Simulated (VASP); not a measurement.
Here is a VASP 6.6.1 calculation.

INCAR

```
SYSTEM = TaN
ALGO     = Normal         ! electronic algorithm
EDIFF    = 1E-6           ! SCF threshold, eV
ENCUT    = 600            ! plane-wave cutoff, eV
GGA      = RP             ! functional
GGA_COMPAT= .FALSE.      
ISIF     = 2              ! what is computed and relaxed
ISMEAR   = 1              ! smearing method
LASPH    = .TRUE.         ! aspherical terms in the spheres
LCHARG   = .FALSE.        ! write CHGCAR
LREAL    = .FALSE.        ! projectors in reciprocal space
LWAVE    = .FALSE.        ! write WAVECAR
NBANDS   = 33             ! bands
NELM     = 120            ! most SCF steps
PREC     = Accurate       ! precision mode
SIGMA    = 0.15           ! smearing width, eV
```

The input KPOINTS:

```
k-points
0
G
  3 3 4
  0 0 0
```

POSCAR

```
TaN
1.0
    5.1910000000      0.0000000000      0.0000000000
   -2.5955000000      4.4955378710      0.0000000000
    0.0000000000      0.0000000000      2.9080000000
Ta N
3 3
Direct
    0.0000000000      0.0000000000      0.0000000000
    0.3333333333      0.6666666667      0.5000000000
    0.6666666667      0.3333333333      0.5000000000
    0.5000000000      0.0000000000      0.0000000000
    0.0000000000      0.5000000000      0.0000000000
    0.5000000000      0.5000000000      0.0000000000
```

Potentials or basis: VASP PAW PBE potentials, release 64 (Ta_pv, N).

Command:

```console
$ cat potpaw_PBE.64/Ta_pv/POTCAR potpaw_PBE.64/N/POTCAR > POTCAR
$ mpirun -np 1 vasp_std > vasp.out
```

Question: Estimate the band gap on the k mesh.

Answer: Zero (bands 24 and 25 overlap by 2.13 eV).

Question: Predict the pressure.

Answer: 14.8 GPa.

Stress tensor (GPa, compression positive):
```
12.12  0.00  0.00
 0.00 12.12  0.00
 0.00  0.00 20.20
```

Caveat: the k points lie up to 0.54 Å⁻¹ apart, too coarse for converged energies and pressures of a metal; the PAW data sets were made with another functional, which shifts forces and pressure a little; spin-orbit coupling is left out, which moves the levels of the heavy elements.
